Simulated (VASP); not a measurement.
# MgO (I4mm) in VASP: notebook

The runs below take MgO through single point, with LDA.

Everything below comes from runs of VASP 6.6.1. Logs are shortened: lines on timing, memory, paths and dates and some standing lists are left out, and cuts for length are marked.

## 1. The cell of the first run

The structure is tetragonal, space group I4mm (No. 107). Conventional cell: a = 3.020 Å, b = 3.020 Å, c = 4.270 Å, α = 90.00°, β = 90.00°, γ = 90.00°. Within 2.4 Å of Mg (site symmetry 4mm) lie 5 O at 1.84 to 2.16 Å. Within 2.4 Å of O (site symmetry 4mm) lie 5 Mg at 1.84 to 2.16 Å.

## 2. Single point, LDA

The input, INCAR:

```
ALGO = Normal
EDIFF = 1E-6
ENCUT = 600
GGA_COMPAT = F
ISIF = 2
ISMEAR = 0
LASPH = T
LCHARG = F
LREAL = F
LWAVE = F
NBANDS = 11
NELM = 120
PREC = Accurate
SIGMA = 0.05
```

The input, KPOINTS:

```
k-points
0
Gamma
  6 6 6
```

The input, POSCAR:

```
MgO
1.0
    0.0000000000      2.1351500000      2.1351500000
    2.1351500000      0.0000000000      2.1351500000
    2.1351500000      2.1351500000      0.0000000000
Mg O
1 1
Direct
    0.0702526755      0.0702526755     -0.0702526755
    0.5000000000      0.5000000000      0.5000000000
```

Potentials or basis: VASP PAW LDA potentials, release 64 (Mg, O).

The run is started by

```bash
$ cat potpaw_LDA.64/Mg/POTCAR potpaw_LDA.64/O/POTCAR > POTCAR
$ mpirun -np 1 vasp_std > vasp.out
```

OUTCAR:

```text
EDIFF = 1E-6
   ENCUT = 600
   ISIF = 2
   ISMEAR = 0
   LASPH = T
   LREAL = F
   NELM = 120
   PREC = Accurate

 ion  position               nearest neighbor table
   1  0.070  0.070  0.930-   2 1.84   2 2.16   2 2.16   2 2.16   2 2.16   2 2.44
   2  0.500  0.500  0.500-   1 1.84   1 2.16   1 2.16   1 2.16   1 2.16   1 2.44

  LATTYP: Found a face centered cubic cell.
 ALAT       =     4.2703000000

  Lattice vectors:

 A1 = (   0.0000000000,   2.1351500000,   2.1351500000)
 A2 = (   2.1351500000,   0.0000000000,   2.1351500000)
 A3 = (   2.1351500000,   2.1351500000,   0.0000000000)

Analysis of symmetry for initial positions (statically):
=====================================================================
 Subroutine PRICEL returns:
 Original cell was already a primitive cell.

 Routine SETGRP: Setting up the symmetry group for a
 face centered cubic supercell.

 Subroutine GETGRP returns: Found  8 space group operations
 (whereof  8 operations were pure point group operations)
 out of a pool of 48 trial point group operations.

The static configuration has the point symmetry C_4v.

Analysis of symmetry for dynamics (positions and initial velocities):
=====================================================================
 Subroutine PRICEL returns:
 Original cell was already a primitive cell.

 Routine SETGRP: Setting up the symmetry group for a
 face centered cubic supercell.

 Subroutine GETGRP returns: Found  8 space group operations
 (whereof  8 operations were pure point group operations)
 out of a pool of 48 trial point group operations.

The dynamic configuration has the point symmetry C_4v.

 Subroutine INISYM returns: Found  8 space group operations
 (whereof  8 operations are pure point group operations),
 and found     1 'primitive' translations

----------------------------------------------------------------------------------------

                                     Primitive cell

  volume of cell :      19.4677

  direct lattice vectors                    reciprocal lattice vectors
     0.000000000  2.135150000  2.135150000    -0.234175585  0.234175585  0.234175585
     2.135150000  0.000000000  2.135150000     0.234175585 -0.234175585  0.234175585
     2.135150000  2.135150000  0.000000000     0.234175585  0.234175585 -0.234175585

  length of vectors
     3.019558088  3.019558088  3.019558088     0.405604011  0.405604011  0.405604011

  position of ions in fractional coordinates (direct lattice)
     0.070252676  0.070252676  0.929747324
     0.500000000  0.500000000  0.500000000

  ion indices of the primitive-cell ions
   primitive index   ion index
                 1           1
                 2           2

----------------------------------------------------------------------------------------

 KPOINTS: k-points

Automatic generation of k-mesh.
 Grid dimensions read from file:
 generate k-points for:    6    6    6

 Generating k-lattice:

  Cartesian coordinates                     Fractional coordinates (reciprocal lattice)
    -0.039029264  0.039029264  0.039029264     0.166666667  0.000000000  0.000000000
     0.039029264 -0.039029264  0.039029264     0.000000000  0.166666667  0.000000000
     0.039029264  0.039029264 -0.039029264     0.000000000  0.000000000  0.166666667

  Length of vectors
     0.067600668  0.067600668  0.067600668

  Shift w.r.t. Gamma in fractional coordinates (k-lattice)
     0.000000000  0.000000000  0.000000000

 Subroutine IBZKPT returns following result:
 ===========================================

 Found     30 irreducible k-points:

 Following reciprocal coordinates:
            Coordinates               Weight
  0.000000  0.000000  0.000000      1.000000
  0.166667  0.000000  0.000000      8.000000
  0.333333  0.000000  0.000000      8.000000
  0.500000  0.000000  0.000000      4.000000
  0.166667  0.166667  0.000000      2.000000
  0.000000  0.166667  0.166667      4.000000
[... 16 lines left out ...]
  0.500000  0.333333  0.166667      8.000000
  0.166667  0.500000  0.333333      8.000000
 [... further k-points ...]
   k-points           NKPTS =     30   k-points in BZ     NKDIM =     30   number of bands    NBANDS=     11
   number of dos      NEDOS =    301   number of ions     NIONS =      2
   total plane-waves  NPLWV =  13824
   dimension x,y,z NGX =    24 NGY =   24 NGZ =   24
   dimension x,y,z NGXF=    48 NGYF=   48 NGZF=   48
   ions per type =               1   1
   NGX,Y,Z   is equivalent  to a cutoff of  13.21, 13.21, 13.21 a.u.
   NGXF,Y,Z  is equivalent  to a cutoff of  26.43, 26.43, 26.43 a.u.
 SYSTEM =  unknown system
   PREC   = accura    normal or accurate (medium, high low for compatibility)
   ISTART =      0    job   : 0-new  1-cont  2-samecut
   ICHARG =      2    charge: 1-file 2-atom 10-const
   ISPIN  =      1    spin polarized calculation?
   LNONCOLLINEAR =      F non collinear calculations
   LSORBIT =      F    spin-orbit coupling
   LASPH  =      T    aspherical Exc in radial PAW
   ENCUT  =  600.0 eV  44.10 Ry    6.64 a.u.   6.03  6.03  6.03*2*pi/ulx,y,z
   NELM   =    120;   NELMIN=  2; NELMDL= -5     # of ELM steps
   EDIFF  = 0.1E-05   stopping-criterion for ELM
   LREAL  =      F    real-space projection
   EDIFFG = 0.1E-04   stopping-criterion for IOM
   NSW    =      0    number of steps for IOM
   IBRION =     -1    ionic relax: 0-MD 1-quasi-New 2-CG
   NFREE  =      0    steps in history (QN), initial steepest desc. (CG)
   ISIF   =      2    stress and relaxation
   ISYM   =      2    0-nonsym 1-usesym 2-fastsym
   POTIM  = 0.5000    time-step for ionic-motion
   TEBEG  =    0.0;   TEEND  =   0.0 temperature during run
   PSTRESS=    0.0 pullay stress
   NELECT =       8.0000    total number of electrons
   NUPDOWN=      -1.0000    fix difference up-down
   EMIN   =  10.00;   EMAX   =-10.00  energy-range for DOS
   EFERMI =   0.00;   METHOD = LEGACY
   ISMEAR =     0;   SIGMA  =   0.05  broadening in eV -4-tet -1-fermi 0-gaus
   EFERMI_NEDOS =   21; number of points for ismear=-14 and -15
   IALGO  =     38    algorithm
   IMIX   =      4    mixing-type and parameters
     AMIX     =   0.40;   BMIX     =  1.00
     AMIX_MAG =   1.60;   BMIX_MAG =  1.00
  volume/ion in A,a.u.               =       9.73        65.69
  Fermi-wavevector in a.u.,A,eV,Ry     =   1.217119  2.300022 20.155386  1.481379
  Thomas-Fermi vector in A             =   2.352450
   LORBIT       =      0    0 simple, 1 ext, 2 COOP (PROOUT), +10 PAW based schemes
   GGA     = CA    functional components
   LHFCALC =     F    Hartree Fock is set to
   AEXX    =    0.0000 exact exchange contribution
   IVDW    =     0    specifies the selected vdW correction
   LEPSILON=     F    determine dielectric tensor
   LRPA    =     F    only Hartree local field effects (RPA)
 non-spin polarized calculation
 Gauss-broadening in eV      SIGMA  =   0.05
  energy-cutoff  :      600.00
  volume of cell :       19.47
 maximum number of plane-waves:       656
   NGX = 13   NGY = 13   NGZ = 13

 number of electron       8.0000002 magnetization

 Free energy of the ion-electron system (eV)
  ---------------------------------------------------
  ext. energy  EPLUGINS =         0.00000000
  ---------------------------------------------------
  free energy    TOTEN  =       -13.12066796 eV

  energy without entropy =      -13.12066796  energy(sigma->0) =      -13.12066796

 E-fermi :   2.7243     XC(G=0): -11.3618

 val. band max:        2.4931039022   @ k =   0.0000   0.0000   0.0000
 cond. band min:       6.7440278489   @ k =   0.0000   0.0000   0.0000
 fundamental gap:      4.2509239467
 Fermi energy:         2.7242981360

 k-point     1 :       0.0000    0.0000    0.0000
  band No.  band energies     occupation
      1     -14.2592      2.00000
      2       2.3909      2.00000
      3       2.4931      2.00000
      4       2.4931      2.00000
      5       6.7440      0.00000
      6      18.0197      0.00000
      7      18.1915      0.00000
      8      18.1915      0.00000
      9      21.5903      0.00000
     10      23.4374      0.00000
     11      23.6015      0.00000

 k-point     2 :       0.1667    0.0000    0.0000
  band No.  band energies     occupation
      1     -13.9898      2.00000
      2       0.9774      2.00000
      3       2.3128      2.00000
      4       2.3474      2.00000
      5       8.1473      0.00000
      6      15.5995      0.00000
      7      18.5224      0.00000
      8      18.6053      0.00000
      9      22.0402      0.00000
     10      22.3095      0.00000
     11      24.0491      0.00000

 k-point     3 :       0.3333    0.0000    0.0000
  band No.  band energies     occupation
      1     -13.3861      2.00000
      2      -1.0599      2.00000
      3       2.0346      2.00000
      4       2.0722      2.00000
      5       9.7330      0.00000
      6      14.1363      0.00000
      7      18.4274      0.00000
      8      18.5078      0.00000
      9      22.5266      0.00000
     10      22.9581      0.00000
     11      23.7239      0.00000

 k-point     4 :       0.5000    0.0000    0.0000
  band No.  band energies     occupation
      1     -13.0409      2.00000
      2      -1.9482      2.00000
      3       1.9035      2.00000
      4       1.9421      2.00000
      5      10.0444      0.00000
      6      14.1549      0.00000
      7      18.0802      0.00000
      8      18.3532      0.00000
      9      22.2582      0.00000
     10      24.6070      0.00000
     11      24.8662      0.00000

 k-point     5 :       0.1667    0.1667    0.0000
  band No.  band energies     occupation
      1     -13.9062      2.00000
      2       0.9262      2.00000
      3       2.1351      2.00000
      4       2.1351      2.00000
      5       8.4798      0.00000
      6      14.9392      0.00000
      7      18.8847      0.00000
      8      18.8847      0.00000
      9      19.7394      0.00000
     10      24.2755      0.00000
     11      26.4918      0.00000
[... 211 lines left out ...]
 k-point    21 :       0.5000    0.5000    0.0000
  band No.  band energies     occupation
      1     -12.7920      2.00000
      2      -1.3220      2.00000
      3       1.2396      2.00000
      4       1.2396      2.00000
      5      11.3327      0.00000
      6      11.4269      0.00000
      7      15.0454      0.00000
      8      20.6537      0.00000
      9      20.6537      0.00000
     10      28.2446      0.00000
     11      28.8459      0.00000

 k-point    22 :       0.0000    0.5000    0.5000
  band No.  band energies     occupation
      1     -12.7752      2.00000
      2      -1.4208      2.00000
      3       1.1572      2.00000
      4       1.2233      2.00000
      5      11.4455      0.00000
      6      11.6427      0.00000
      7      15.0551      0.00000
      8      20.4471      0.00000
      9      21.0606      0.00000
     10      26.8510      0.00000
     11      30.0697      0.00000

 k-point    23 :       0.5000    0.3333    0.1667
  band No.  band energies     occupation
      1     -13.0313      2.00000
      2      -0.8640      2.00000
      3       0.7450      2.00000
      4       1.5622      2.00000
      5      11.5980      0.00000
      6      13.2515      0.00000
      7      15.4159      0.00000
      8      19.0900      0.00000
      9      21.4396      0.00000
     10      24.9500      0.00000
     11      29.0033      0.00000

 k-point    24 :       0.1667    0.5000    0.3333
  band No.  band energies     occupation
      1     -13.0238      2.00000
      2      -0.9099      2.00000
      3       0.7100      2.00000
      4       1.5441      2.00000
      5      11.8402      0.00000
      6      13.3859      0.00000
      7      14.9079      0.00000
      8      19.7506      0.00000
      9      21.2267      0.00000
     10      24.8601      0.00000
     11      29.1026      0.00000

 [... further k-points ...]
[... 5 lines left out ...]
  --------------------------------------------------------------------------------------
  -------------------------------------------------------------------------------------
  Total       -1.7790677     -1.7790677      1.8059394      0.0000000      0.0000000      0.0000000
  in kB     -146.4157823   -146.4157823    148.6272991      0.0000000      0.0000000      0.0000000
  external PRESSURE =     -48.0680885 kB  Pullay stress =       0.0000000 kB

 VOLUME and BASIS-vectors are now :
 -----------------------------------------------------------------------------
  energy-cutoff  :      600.00
  volume of cell :       19.47
      direct lattice vectors                 reciprocal lattice vectors
     0.000000000  2.135150000  2.135150000    -0.234175585  0.234175585  0.234175585
     2.135150000  0.000000000  2.135150000     0.234175585 -0.234175585  0.234175585
     2.135150000  2.135150000  0.000000000     0.234175585  0.234175585 -0.234175585

 POSITION                                       TOTAL-FORCE (eV/Angst)
 -----------------------------------------------------------------------------------
      2.13515      2.13515      0.30000         0.000000      0.000000     -2.221574
      2.13515      2.13515      2.13515         0.000000      0.000000      2.221574
 -----------------------------------------------------------------------------------
    total drift:                                0.000000      0.000000      0.000960

  FREE ENERGIE OF THE ION-ELECTRON SYSTEM (eV)
  ---------------------------------------------------
  free  energy   TOTEN  =       -13.1206679647 eV

  energy  without entropy=      -13.1206679647  energy(sigma->0) =      -13.12066796
```

It took 8.6 s on 1 thread of AMD EPYC 7R13 (Zen 3), shared host; peak memory 0.1 GiB.

Results:

```
Free energy            : -13.1207 eV
Pressure               : -4.8 GPa
Largest force          : 2.222 eV/Å
Band gap on the k mesh : 4.25 eV, direct
```

Forces on the atoms (eV/Å):
```
Mg   0.000  0.000 -2.222
O    0.000  0.000  2.222
```

Levels at points of the mesh, in eV from the valence-band top:
| k point | band 1 | band 2 | band 3 | band 4 | band 5 | band 6 | band 7 | band 8 | band 9 |
| --- | --- | --- | --- | --- | --- | --- | --- | --- | --- |
| (0.00, 0.00, 0.00) | -16.75 | -0.10 | 0.00 | 0.00 | 4.25 | 15.53 | 15.70 | 15.70 | 19.10 |
| (0.50, 0.00, 0.00) | -15.53 | -4.44 | -0.59 | -0.55 | 7.55 | 11.66 | 15.59 | 15.86 | 19.77 |
| (0.50, 0.50, 0.00) | -15.29 | -3.82 | -1.25 | -1.25 | 8.84 | 8.93 | 12.55 | 18.16 | 18.16 |
| (0.00, 0.50, 0.50) | -15.27 | -3.91 | -1.34 | -1.27 | 8.95 | 9.15 | 12.56 | 17.95 | 18.57 |

Caveat: the k points lie up to 0.42 Å⁻¹ apart; the cell differs from its parent crystal (all Mg atoms moved -0.300 Å, as atom 1 towards its neighbour atom 2 (O) at 2.135 Å); forces of over 1 eV/Å act on the atoms, so gaps and moduli don't describe the material at rest.

## 3. Single point, LDA

The input, INCAR:

```
SYSTEM = MgO
PREC = Accurate
ENCUT = 600
EDIFF = 1E-6
ISMEAR = 0
SIGMA = 0.05
LREAL = .FALSE.
LASPH = .TRUE.
NELM = 120
ALGO = Normal
ISIF = 2
LWAVE = .FALSE.
LCHARG = .TRUE.
GGA = CA
LELF = .TRUE.
LVHAR = .TRUE.
NBANDS = 11
GGA_COMPAT = .FALSE.
```

The input, KPOINTS:

```
Automatic mesh
0
G
  6 6 6
  0 0 0
```

Edit POSCAR of step 2 so:

```diff
@@ -8,3 +8,3 @@
 Direct
-    0.0702526755      0.0702526755     -0.0702526755
+   -0.0526895066     -0.0526895066      0.0526895066
     0.5000000000      0.5000000000      0.5000000000
```

Potentials or basis: VASP PAW LDA potentials, release 64 (Mg, O).

The run is started by

```bash
$ cat potpaw_LDA.64/Mg/POTCAR potpaw_LDA.64/O/POTCAR > POTCAR
$ mpirun -np 1 vasp_std > vasp.out
```

OUTCAR:

```text
SYSTEM = MgO
   PREC = Accurate
   ENCUT = 600
   EDIFF = 1E-6
   ISMEAR = 0
   LREAL = .FALSE.
   LASPH = .TRUE.
   NELM = 120
   ISIF = 2
   GGA = CA

 ion  position               nearest neighbor table
   1  0.947  0.947  0.053-   2 1.91   2 2.15   2 2.15   2 2.15   2 2.15   2 2.36
   2  0.500  0.500  0.500-   1 1.91   1 2.15   1 2.15   1 2.15   1 2.15   1 2.36

  LATTYP: Found a face centered cubic cell.
 ALAT       =     4.2703000000

  Lattice vectors:

 A1 = (   0.0000000000,   2.1351500000,   2.1351500000)
 A2 = (   2.1351500000,   0.0000000000,   2.1351500000)
 A3 = (   2.1351500000,   2.1351500000,   0.0000000000)

Analysis of symmetry for initial positions (statically):
=====================================================================
 Subroutine PRICEL returns:
 Original cell was already a primitive cell.

 Routine SETGRP: Setting up the symmetry group for a
 face centered cubic supercell.

 Subroutine GETGRP returns: Found  8 space group operations
 (whereof  8 operations were pure point group operations)
 out of a pool of 48 trial point group operations.

The static configuration has the point symmetry C_4v.

Analysis of symmetry for dynamics (positions and initial velocities):
[... 163 lines left out ...]
 fundamental gap:      4.2564546966
 Fermi energy:         2.8493237081

 k-point     1 :       0.0000    0.0000    0.0000
  band No.  band energies     occupation
      1     -14.2415      2.00000
      2       2.4651      2.00000
      3       2.5294      2.00000
      4       2.5294      2.00000
      5       6.7859      0.00000
      6      17.9573      0.00000
      7      18.0544      0.00000
      8      18.0544      0.00000
      9      21.6785      0.00000
     10      23.4165      0.00000
     11      23.5083      0.00000
[... 309 lines left out ...]
 k-point    24 :       0.1667    0.5000    0.3333
  band No.  band energies     occupation
      1     -12.9974      2.00000
      2      -0.9012      2.00000
      3       0.7374      2.00000
      4       1.5609      2.00000
      5      11.9124      0.00000
      6      13.3303      0.00000
      7      15.0841      0.00000
      8      19.4537      0.00000
      9      21.2403      0.00000
     10      24.7671      0.00000
     11      29.3163      0.00000

 [... further k-points ...]
[... 5 lines left out ...]
  --------------------------------------------------------------------------------------
  -------------------------------------------------------------------------------------
  Total       -1.7213992     -1.7213992      0.1979558      0.0000000      0.0000000      0.0000000
  in kB     -141.6697118   -141.6697118     16.2916004      0.0000000      0.0000000      0.0000000
  external PRESSURE =     -89.0159411 kB  Pullay stress =       0.0000000 kB

 VOLUME and BASIS-vectors are now :
 -----------------------------------------------------------------------------
  energy-cutoff  :      600.00
  volume of cell :       19.47
      direct lattice vectors                 reciprocal lattice vectors
     0.000000000  2.135150000  2.135150000    -0.234175585  0.234175585  0.234175585
     2.135150000  0.000000000  2.135150000     0.234175585 -0.234175585  0.234175585
     2.135150000  2.135150000  0.000000000     0.234175585  0.234175585 -0.234175585

 POSITION                                       TOTAL-FORCE (eV/Angst)
 -----------------------------------------------------------------------------------
      2.13515      2.13515      4.04530         0.000000      0.000000      1.319673
      2.13515      2.13515      2.13515         0.000000      0.000000     -1.319673
 -----------------------------------------------------------------------------------
    total drift:                               -0.000000     -0.000000     -0.000796

  FREE ENERGIE OF THE ION-ELECTRON SYSTEM (eV)
  ---------------------------------------------------
  free  energy   TOTEN  =       -13.2511185123 eV

  energy  without entropy=      -13.2511185123  energy(sigma->0) =      -13.25111851
```

stdout:

```text
POSCAR found type information on POSCAR MgO
 POSCAR found :  2 types and       2 ions
 scaLAPACK will be used
 LDA part: xc-table for (Slater(with rela. corr.)+CA(PZ))
 , standard interpolation
 POSCAR, INCAR and KPOINTS ok, starting setup
 FFT: planning ... GRIDC
 FFT: planning ... GRID_SOFT
 FFT: planning ... GRID
 WAVECAR not read
 entering main loop
```

Wall time 8.9 s (1 thread of AMD EPYC 7R13 (Zen 3), shared host); peak memory 0.1 GiB.

Results:

| Property | Result |
| --- | --- |
| Free energy | -13.2511 eV |
| Pressure | -8.9 GPa |
| Largest force | 1.320 eV/Å |
| Band gap on the k mesh | 4.26 eV, direct |

Forces in eV/Å, atoms in the order of the input:
```
Mg   0.000  0.000  1.320
O    0.000  0.000 -1.320
```

Caveat: the k points lie up to 0.42 Å⁻¹ apart; the cell differs from its parent crystal (all Mg atoms moved +0.225 Å, as atom 1 towards its neighbour atom 2 (O) at 2.135 Å); forces of over 1 eV/Å act on the atoms, so gaps and moduli don't describe the material at rest.

(Part 1 of 2 ends here.)
